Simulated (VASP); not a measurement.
# Au (Cmcm) in VASP: settings compared

Au is run at these levels: r2SCAN, PBEsol; tasks: single point.

Program: VASP 6.6.1. These are calculated values, not measurements. Logs are shortened: lines on timing, memory, paths and dates and some standing lists are left out, and cuts for length are marked.

## (1) The cell of the first run

The structure is orthorhombic, space group Cmcm (No. 63). Conventional cell: a = 2.878 Å, b = 5.212 Å, c = 4.989 Å, α = 90.00°, β = 90.00°, γ = 90.00°. Within 3.8 Å of Au (site symmetry m2m) lie 12 Au at 2.88 to 3.03 Å.

## (2) Single point, r2SCAN

Input file POSCAR:

```
Au
1.0
    1.4389897367     -2.6060620855      0.0000000000
    1.4389897367      2.6060620855      0.0000000000
    0.0000000000      0.0000000000      4.9891384766
Au
2
Direct
    0.3346720300      0.6653279700      0.2500000000
    0.6653279700      0.3346720300      0.7500000000
```

Input file INCAR.step1:

```
SYSTEM = Au
  PREC = Accurate
  ENCUT = 520
  ISMEAR = -1
  SIGMA = 0.05
  LREAL = .FALSE.
  LASPH = .TRUE.
  NELM = 80
  NBANDS = 18
  GGA = PE
  ALGO = Normal
  EDIFF = 1E-4
  LWAVE = .TRUE.
  LCHARG = .FALSE.
```

Input file INCAR.step2:

```
SYSTEM = Au
  PREC = Accurate
  ENCUT = 520
  EDIFF = 1E-6
  ISMEAR = -1
  SIGMA = 0.05
  LREAL = .FALSE.
  LASPH = .TRUE.
  NELM = 80
  ALGO = Normal
  ISIF = 2
  LWAVE = .FALSE.
  LCHARG = .TRUE.
  METAGGA = R2SCAN
  LMIXTAU = .TRUE.
  LELF = .TRUE.
  LVHAR = .TRUE.
  NBANDS = 18
  ISTART = 1
```

Input file KPOINTS:

```
Automatic mesh
0
G
  11 11 6
  0 0 0
```

Potentials or basis: VASP PAW PBE potentials, release 64 (Au).

Command:

```bash
$ cat potpaw_PBE.64/Au/POTCAR > POTCAR
$ cp INCAR.step1 INCAR
$ mpirun -np 1 vasp_std > vasp.out
$ cp INCAR.step2 INCAR
$ mpirun -np 1 vasp_std > vasp.out
```

OUTCAR:

```text
SYSTEM = Au
   PREC = Accurate
   ENCUT = 520
   EDIFF = 1E-6
   ISMEAR = -1
   LREAL = .FALSE.
   LASPH = .TRUE.
   NELM = 80
   ISIF = 2
   METAGGA = R2SCAN
   ISTART = 1

 ion  position               nearest neighbor table
   1  0.335  0.665  0.250-   2 3.01   2 3.01   2 3.01   2 3.01   2 3.03   2 3.03
   2  0.665  0.335  0.750-   1 3.01   1 3.01   1 3.01   1 3.01   1 3.03   1 3.03

  LATTYP: Found a base centered orthorhombic cell.
 ALAT       =     2.8779794734
 B/A-ratio  =     1.8110359088
 C/A-ratio  =     1.7335559627

  Lattice vectors:

 A1 = (   1.4389897367,  -2.6060620855,   0.0000000000)
 A2 = (   1.4389897367,   2.6060620855,   0.0000000000)
 A3 = (   0.0000000000,   0.0000000000,   4.9891384766)

Analysis of symmetry for initial positions (statically):
=====================================================================
 Subroutine PRICEL returns:
 Original cell was already a primitive cell.

 Routine SETGRP: Setting up the symmetry group for a
 base centered orthorhombic supercell.

 Subroutine GETGRP returns: Found  8 space group operations
 (whereof  4 operations were pure point group operations)
 out of a pool of  8 trial point group operations.

The static configuration has the point symmetry C_2h.
 The point group associated with its full space group is D_2h.

Analysis of symmetry for dynamics (positions and initial velocities):
=====================================================================
 Subroutine PRICEL returns:
 Original cell was already a primitive cell.

 Routine SETGRP: Setting up the symmetry group for a
 base centered orthorhombic supercell.

 Subroutine GETGRP returns: Found  8 space group operations
 (whereof  4 operations were pure point group operations)
 out of a pool of  8 trial point group operations.

The dynamic configuration has the point symmetry C_2h.
 The point group associated with its full space group is D_2h.

 Subroutine INISYM returns: Found  8 space group operations
 (whereof  4 operations are pure point group operations),
 and found     1 'primitive' translations

----------------------------------------------------------------------------------------

                                     Primitive cell

  volume of cell :      37.4195

  direct lattice vectors                    reciprocal lattice vectors
[... 83 lines left out ...]
   LSORBIT =      F    spin-orbit coupling
   LASPH  =      T    aspherical Exc in radial PAW
   ENCUT  =  520.0 eV  38.22 Ry    6.18 a.u.   5.54  5.54  9.28*2*pi/ulx,y,z
   NELM   =     80;   NELMIN=  2; NELMDL=  0     # of ELM steps
   EDIFF  = 0.1E-05   stopping-criterion for ELM
   LREAL  =      F    real-space projection
   EDIFFG = 0.1E-04   stopping-criterion for IOM
   NSW    =      0    number of steps for IOM
   IBRION =     -1    ionic relax: 0-MD 1-quasi-New 2-CG
   NFREE  =      0    steps in history (QN), initial steepest desc. (CG)
   ISIF   =      2    stress and relaxation
   ISYM   =      2    0-nonsym 1-usesym 2-fastsym
   POTIM  = 0.5000    time-step for ionic-motion
   TEBEG  =    0.0;   TEEND  =   0.0 temperature during run
   PSTRESS=    0.0 pullay stress
   NELECT =      22.0000    total number of electrons
   NUPDOWN=      -1.0000    fix difference up-down
   EMIN   =  10.00;   EMAX   =-10.00  energy-range for DOS
   EFERMI =   0.00;   METHOD = LEGACY
   ISMEAR =    -1;   SIGMA  =   0.05  broadening in eV -4-tet -1-fermi 0-gaus
   EFERMI_NEDOS =   21; number of points for ismear=-14 and -15
   IALGO  =     38    algorithm
   IMIX   =      4    mixing-type and parameters
     AMIX     =   0.40;   BMIX     =  1.00
     AMIX_MAG =   1.60;   BMIX_MAG =  1.00
  volume/ion in A,a.u.               =      18.71       126.26
  Fermi-wavevector in a.u.,A,eV,Ry     =   1.371460  2.591683 25.591222  1.880902
  Thomas-Fermi vector in A             =   2.497155
   LORBIT       =      0    0 simple, 1 ext, 2 COOP (PROOUT), +10 PAW based schemes
   METAGGA = R2SCAN    functional components
   LHFCALC =     F    Hartree Fock is set to
   AEXX    =    0.0000 exact exchange contribution
   IVDW    =     0    specifies the selected vdW correction
   LEPSILON=     F    determine dielectric tensor
   LRPA    =     F    only Hartree local field effects (RPA)
 non-spin polarized calculation
  energy-cutoff  :      520.00
  volume of cell :       37.42
 maximum number of plane-waves:      1034
 NGX is ok and might be reduce to    24
   NGX = 11   NGY = 11   NGZ = 19

 number of electron      22.0000004 magnetization

 Free energy of the ion-electron system (eV)
  ---------------------------------------------------
  ext. energy  EPLUGINS =         0.00000000
  ---------------------------------------------------
  free energy    TOTEN  =      -101.12012245 eV

  energy without entropy =     -101.11338418  energy(sigma->0) =     -101.11675331

 E-fermi :   7.8083     XC(G=0): -12.9682

 val. band max:        7.7789809057   @ k =   0.1818   0.1818   0.3333
 cond. band min:       7.8105981449   @ k =  -0.1818   0.1818   0.1667
 fundamental gap:      0.0316172392
 Fermi energy:         7.8082556191

 k-point     1 :       0.0000    0.0000    0.0000
  band No.  band energies     occupation
      1      -1.2520      2.00000
      2       0.9715      2.00000
      3       3.1600      2.00000
      4       3.2133      2.00000
      5       3.5152      2.00000
      6       3.7465      2.00000
[... 481 lines left out ...]
      5       3.5728      2.00000
      6       3.8622      2.00000
[... 10 lines left out ...]
     17      24.9541      0.00000
     18      25.2958      0.00000

 [... further k-points ...]

------------------------ aborting loop because EDIFF is reached ----------------------------------------

  FORCE on cell =-STRESS in cart. coord.  units (eV):
  Direction    XX          YY          ZZ          XY          YZ          ZX
  --------------------------------------------------------------------------------------
  -------------------------------------------------------------------------------------
  Total       -1.3869359     -2.0967008     -1.8234580      0.0000000     -0.0000000      0.0000000
  in kB      -59.3839345    -89.7736818    -78.0743424      0.0000000     -0.0000000      0.0000000
  external PRESSURE =     -75.7439862 kB  Pullay stress =       0.0000000 kB

 VOLUME and BASIS-vectors are now :
 -----------------------------------------------------------------------------
  energy-cutoff  :      520.00
  volume of cell :       37.42
      direct lattice vectors                 reciprocal lattice vectors
     1.438989737 -2.606062086  0.000000000     0.347465995 -0.191860356  0.000000000
     1.438989737  2.606062086  0.000000000     0.347465995  0.191860356  0.000000000
     0.000000000  0.000000000  4.989138477     0.000000000  0.000000000  0.200435407

 POSITION                                       TOTAL-FORCE (eV/Angst)
 -----------------------------------------------------------------------------------
      1.43899      0.86171      1.24728         0.000000      0.003360      0.000000
      1.43899     -0.86171      3.74185         0.000000     -0.003360     -0.000000
 -----------------------------------------------------------------------------------
    total drift:                                0.000000     -0.000000     -0.000000

  FREE ENERGIE OF THE ION-ELECTRON SYSTEM (eV)
  ---------------------------------------------------
  free  energy   TOTEN  =      -101.1201224452 eV

  energy  without entropy=     -101.1133841785  energy(sigma->0) =     -101.11675331
```

It took 4.1 min on 1 thread of AMD EPYC 9R14 (Zen 4), shared host; peak memory 0.2 GiB.

What came out:

```yaml
Free_energy: -101.1201 eV
Pressure: -7.6 GPa
Largest_force: 0.003 eV/Å
Band_gap_on_the_k_mesh: zero (bands 11 and 12 overlap by 6.32 eV)
```

Forces in eV/Å, atoms in the order of the input:
```
Au   0.000  0.003  0.000
Au   0.000 -0.003  0.000
```

Caveat: the cell stands under tension; the PAW data sets were made with another functional, which shifts forces and pressure a little; spin-orbit coupling is left out, which moves the levels of the heavy elements.

## (3) Single point, PBEsol

This run uses another cell than the first one, of 17.65 Å³/atom.

Input file INCAR:

```
PREC = Accurate
ENCUT = 520
EDIFF = 1E-6
ISMEAR = -1
SIGMA = 0.05
LREAL = False
LASPH = True
NELM = 80
ALGO = Normal
ISIF = 2
LWAVE = False
LCHARG = False
GGA = PS
NBANDS = 18
```

Input file KPOINTS:

```
Automatic mesh
0
Gamma
  11 11 6
```

Input file POSCAR:

```
Au
1.0
    1.4404122013     -2.6086382200      0.0000000000
    1.4404122013      2.6086382200      0.0000000000
    0.0000000000      0.0000000000      4.6974428256
Au
2
Direct
    0.3346720300      0.6653279700      0.2500000000
    0.6653279700      0.3346720300      0.7500000000
```

Potentials or basis: VASP PAW PBE potentials, release 64 (Au).

Command:

```bash
$ cat potpaw_PBE.64/Au/POTCAR > POTCAR
$ mpirun -np 1 vasp_std > vasp.out
```

Run time: 84 s. Hardware: 1 thread of Intel Xeon 8259CL, shared host; peak memory 0.21 GiB.

It converged, with:

| Item | Value |
| --- | --- |
| Free energy | -7.7945 eV |
| Pressure | -5.5 GPa |
| Largest force | 0.042 eV/Å |
| Band gap on the k mesh | zero (bands 11 and 12 overlap by 5.95 eV) |

Forces in eV/Å, atoms in the order of the input:
```
Au   0.000 -0.042  0.000
Au   0.000  0.042  0.000
```

Stress tensor (GPa, compression positive):
```
-5.42  0.00  0.00
 0.00 -8.21  0.00
 0.00  0.00 -3.01
```

Levels at points of the mesh, in eV from the Fermi level:
```
           k point  band 9  band 10  band 11  band 12  band 13  band 14
(0.00, 0.00, 0.00)   -3.64    -2.20    -2.14    -0.73     3.10    14.09
(0.00, 0.00, 0.50)   -2.69    -2.69    -2.53    -2.53    11.46    11.46
```

Caveat: the cell stands under tension; the PAW data sets were made with another functional, which shifts forces and pressure a little; spin-orbit coupling is left out, which moves the levels of the heavy elements.

## (4) Single point, PBEsol

This run uses another cell than the first one, of 17.65 Å³/atom.

Input file INCAR:

```
SYSTEM = Au
ALGO = Normal
EDIFF = 1E-6
ENCUT = 520
GGA = PS
ISIF = 2
ISMEAR = -1
LASPH = .True.
LCHARG = .False.
LREAL = .False.
LWAVE = .False.
NBANDS = 18
NELM = 60
PREC = Accurate
SIGMA = 0.05
```

Input file KPOINTS:

```
k-points
0
Gamma
  11 11 6
  0 0 0
```

Input file POSCAR:

```
Au
1.0
    1.4256383523     -2.5818822489      0.0000000000
    1.4256383523      2.5818822489      0.0000000000
    0.0000000000      0.0000000000      4.7953062178
Au
2
Direct
    0.3346720300      0.6653279700      0.2500000000
    0.6653279700      0.3346720300      0.7500000000
```

Command:

```bash
$ cat potpaw_PBE.64/Au/POTCAR > POTCAR
$ mpirun -np 1 vasp_std > vasp.out
```

It took 83 s on 1 thread of Intel Xeon 8259CL, shared host; peak memory 0.21 GiB.

It converged, with:

| Property | Result |
| --- | --- |
| Free energy | -7.8068 eV |
| Pressure | -5.7 GPa |
| Largest force | 0.029 eV/Å |
| Band gap on the k mesh | zero (bands 11 and 12 overlap by 6.06 eV) |

Forces in eV/Å, atoms in the order of the input:
```
Au   0.000 -0.029  0.000
Au   0.000  0.029  0.000
```

Stress tensor (GPa, compression positive):
```
-4.38  0.00  0.00
 0.00 -7.96  0.00
 0.00  0.00 -4.81
```

Levels at points of the mesh, in eV from the Fermi level:
| k point | band 9 | band 10 | band 11 | band 12 | band 13 | band 14 |
| --- | --- | --- | --- | --- | --- | --- |
| (0.00, 0.00, 0.00) | -3.45 | -2.18 | -2.10 | -0.91 | 2.74 | 14.32 |
| (0.00, 0.00, 0.50) | -2.66 | -2.66 | -2.50 | -2.50 | 10.81 | 10.81 |

Caveat: the cell stands under tension; the PAW data sets were made with another functional, which shifts forces and pressure a little; spin-orbit coupling is left out, which moves the levels of the heavy elements.

## (5) Single point, PBEsol

This run uses another cell than the first one, of 17.65 Å³/atom.

Input file INCAR:

```
SYSTEM = Au
PREC = Accurate
ENCUT = 520
EDIFF = 1E-6
ISMEAR = -1
SIGMA = 0.05
LREAL = .False.
LASPH = .True.
NELM = 100
ALGO = Fast
ISIF = 2
LWAVE = .False.
LCHARG = .False.
GGA = PS
NBANDS = 18
```

Input file KPOINTS:

```
Automatic mesh
0
Gamma
  8 8 4
  0 0 0
```

Input file POSCAR:

```
Au
1.0
    1.4113099650     -2.5559330250      0.0000000000
    1.4113099650      2.5559330250      0.0000000000
    0.0000000000      0.0000000000      4.8931696100
Au
2
Direct
    0.3346720300      0.6653279700      0.2500000000
    0.6653279700      0.3346720300      0.7500000000
```

Potentials or basis: VASP PAW PBE potentials, release 64 (Au).

Command:

```bash
$ cat potpaw_PBE.64/Au/POTCAR > POTCAR
$ mpirun -np 1 vasp_std > vasp.out
```

OUTCAR:

```text
SYSTEM = Au
   PREC = Accurate
   ENCUT = 520
   EDIFF = 1E-6
   ISMEAR = -1
   LREAL = .False.
   LASPH = .True.
   NELM = 100
   ISIF = 2
   GGA = PS

 ion  position               nearest neighbor table
   1  0.335  0.665  0.250-   2 2.95   2 2.95   2 2.95   2 2.95   2 2.97   2 2.97
   2  0.665  0.335  0.750-   1 2.95   1 2.95   1 2.95   1 2.95   1 2.97   1 2.97

  LATTYP: Found a base centered orthorhombic cell.
 ALAT       =     2.8226199300
 B/A-ratio  =     1.8110359088
 C/A-ratio  =     1.7335559627

  Lattice vectors:

 A1 = (   1.4113099650,  -2.5559330250,   0.0000000000)
 A2 = (   1.4113099650,   2.5559330250,   0.0000000000)
 A3 = (   0.0000000000,   0.0000000000,   4.8931696100)

Analysis of symmetry for initial positions (statically):
=====================================================================
 Subroutine PRICEL returns:
 Original cell was already a primitive cell.

 Routine SETGRP: Setting up the symmetry group for a
 base centered orthorhombic supercell.

 Subroutine GETGRP returns: Found  8 space group operations
 (whereof  4 operations were pure point group operations)
 out of a pool of  8 trial point group operations.

The static configuration has the point symmetry C_2h.
 The point group associated with its full space group is D_2h.

Analysis of symmetry for dynamics (positions and initial velocities):
=====================================================================
 Subroutine PRICEL returns:
 Original cell was already a primitive cell.

 Routine SETGRP: Setting up the symmetry group for a
 base centered orthorhombic supercell.

 Subroutine GETGRP returns: Found  8 space group operations
 (whereof  4 operations were pure point group operations)
 out of a pool of  8 trial point group operations.

The dynamic configuration has the point symmetry C_2h.
 The point group associated with its full space group is D_2h.

[... 113 lines left out ...]
   ISMEAR =    -1;   SIGMA  =   0.05  broadening in eV -4-tet -1-fermi 0-gaus
   EFERMI_NEDOS =   21; number of points for ismear=-14 and -15
   IALGO  =     68    algorithm
   IMIX   =      4    mixing-type and parameters
     AMIX     =   0.40;   BMIX     =  1.00
     AMIX_MAG =   1.60;   BMIX_MAG =  1.00
  volume/ion in A,a.u.               =      17.65       119.11
  Fermi-wavevector in a.u.,A,eV,Ry     =   1.398358  2.642513 26.604898  1.955405
  Thomas-Fermi vector in A             =   2.521524
   LORBIT       =      0    0 simple, 1 ext, 2 COOP (PROOUT), +10 PAW based schemes
   GGA     = PS    functional components
   LHFCALC =     F    Hartree Fock is set to
   AEXX    =    0.0000 exact exchange contribution
   IVDW    =     0    specifies the selected vdW correction
   LEPSILON=     F    determine dielectric tensor
   LRPA    =     F    only Hartree local field effects (RPA)
 non-spin polarized calculation
 RMM-DIIS sequential band-by-band and
  energy-cutoff  :      520.00
  volume of cell :       35.30
 maximum number of plane-waves:       968
 NGX is ok and might be reduce to    24
   NGX = 11   NGY = 11   NGZ = 19

 number of electron      21.9999996 magnetization

 Free energy of the ion-electron system (eV)
  ---------------------------------------------------
  ext. energy  EPLUGINS =         0.00000000
  ---------------------------------------------------
  free energy    TOTEN  =        -7.78495483 eV

  energy without entropy =       -7.77779456  energy(sigma->0) =       -7.78137469

 E-fermi :   8.6715     XC(G=0): -12.6740

 val. band max:        8.6283924169   @ k =   0.2500  -0.0000   0.2500
 cond. band min:       8.8147191629   @ k =   0.5000  -0.0000   0.2500
 fundamental gap:      0.1863267461
 Fermi energy:         8.6715470932

 k-point     1 :       0.0000    0.0000    0.0000
  band No.  band energies     occupation
      1      -0.8535      2.00000
      2       1.5572      2.00000
      3       3.9578      2.00000
      4       4.0097      2.00000
      5       4.3540      2.00000
      6       4.5995      2.00000
[... 481 lines left out ...]
      5       4.0304      2.00000
      6       4.7383      2.00000
[... 10 lines left out ...]
     17      24.1777      0.00000
     18      25.2093      0.00000

 [... further k-points ...]

------------------------ aborting loop because EDIFF is reached ----------------------------------------

  FORCE on cell =-STRESS in cart. coord.  units (eV):
  Direction    XX          YY          ZZ          XY          YZ          ZX
  --------------------------------------------------------------------------------------
  -------------------------------------------------------------------------------------
  Total       -1.4070934     -0.6736999     -1.2357106      0.0000000     -0.0000000      0.0000000
  in kB      -63.8618307    -30.5762976    -56.0835132      0.0000000     -0.0000000      0.0000000
  external PRESSURE =     -50.1738805 kB  Pullay stress =       0.0000000 kB

 VOLUME and BASIS-vectors are now :
 -----------------------------------------------------------------------------
  energy-cutoff  :      520.00
  volume of cell :       35.30
      direct lattice vectors                 reciprocal lattice vectors
     1.411309965 -2.555933025  0.000000000     0.354280783 -0.195623279  0.000000000
     1.411309965  2.555933025  0.000000000     0.354280783  0.195623279  0.000000000
     0.000000000  0.000000000  4.893169610     0.000000000  0.000000000  0.204366511

 POSITION                                       TOTAL-FORCE (eV/Angst)
 -----------------------------------------------------------------------------------
      1.41131      0.84513      1.22329         0.000000      0.007217     -0.000000
      1.41131     -0.84513      3.66988         0.000000     -0.007217      0.000000
 -----------------------------------------------------------------------------------
    total drift:                               -0.000000     -0.000000     -0.000000

  FREE ENERGIE OF THE ION-ELECTRON SYSTEM (eV)
  ---------------------------------------------------
  free  energy   TOTEN  =        -7.7849548252 eV

  energy  without entropy=       -7.7777945621  energy(sigma->0) =       -7.78137469
```

stdout:

```text
POSCAR found type information on POSCAR Au
 POSCAR found :  1 types and       2 ions
 scaLAPACK will be used
 -----------------------------------------------------------------------------
|                                                                             |
|                                                                             |
|     You enforced a specific xc type in the INCAR file but a different       |
|     I HOPE YOU KNOW WHAT YOU ARE DOING!                                     |
|                                                                             |
 -----------------------------------------------------------------------------

 LDA part: xc-table for (Slater+PW92), standard interpolation
 POSCAR, INCAR and KPOINTS ok, starting setup
 FFT: planning ... GRIDC
 FFT: planning ... GRID_SOFT
 FFT: planning ... GRID
 WAVECAR not read
 entering main loop
```

Wall time 23 s (1 thread of AMD EPYC 7R13 (Zen 3), shared host); peak memory 0.14 GiB.

Results:

```
Free energy            : -7.7850 eV
Pressure               : -5.0 GPa
Largest force          : 0.007 eV/Å
Band gap on the k mesh : zero (bands 11 and 12 overlap by 5.89 eV)
```

Forces in eV/Å, atoms in the order of the input:
```
Au   0.000  0.007  0.000
Au   0.000 -0.007  0.000
```

Stress tensor (GPa, compression positive):
```
-6.39  0.00  0.00
 0.00 -3.06  0.00
 0.00  0.00 -5.61
```

Caveat: the cell stands under tension; the PAW data sets were made with another functional, which shifts forces and pressure a little; spin-orbit coupling is left out, which moves the levels of the heavy elements.

[end of part 1 of 2]
